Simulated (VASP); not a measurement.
Be, 3 atoms in the cell. It takes space group P6/mmm (No. 191, hexagonal). Conventional cell: a = 3.519 Å, b = 3.519 Å, c = 2.149 Å, α = 90.00°, β = 90.00°, γ = 120.00°. Within 2.8 Å of Be (site symmetry 6/mmm) lie 14 Be at 2.15 to 2.30 Å. Within 2.7 Å of Be (site symmetry -6m2) lie 11 Be at 2.03 to 2.30 Å. 

```yaml
Program: VASP 6.6.1
Task: single point
Functional: LDA
Potentials_or_basis: VASP PAW LDA potentials, release 64 (Be)
Cutoff: 520 eV
k_mesh: 14 × 14 × 19
Occupations: fermi-dirac, width 0.1 eV
Spin: no spin polarisation
Dipole_correction: no
Further_INCAR_settings: ALGO = Normal; EDIFF = 1e-06; NBANDS = 10
```

Potentials or basis: VASP PAW LDA potentials, release 64 (Be).

Command:

```console
$ cat potpaw_LDA.64/Be/POTCAR > POTCAR
$ mpirun -np 1 vasp_std > vasp.out
```

Hardware: 1 thread of Intel(R) Xeon(R) 6975P-C (Granite Rapids) (shared host).

**Question.** Estimate the wall time of this run.

**Answer.** Run time: 13 s on 1 thread of Intel(R) Xeon(R) 6975P-C (Granite Rapids) (shared host), peak memory 0.15 GiB. Counts: scf iterations 10, k points 240.
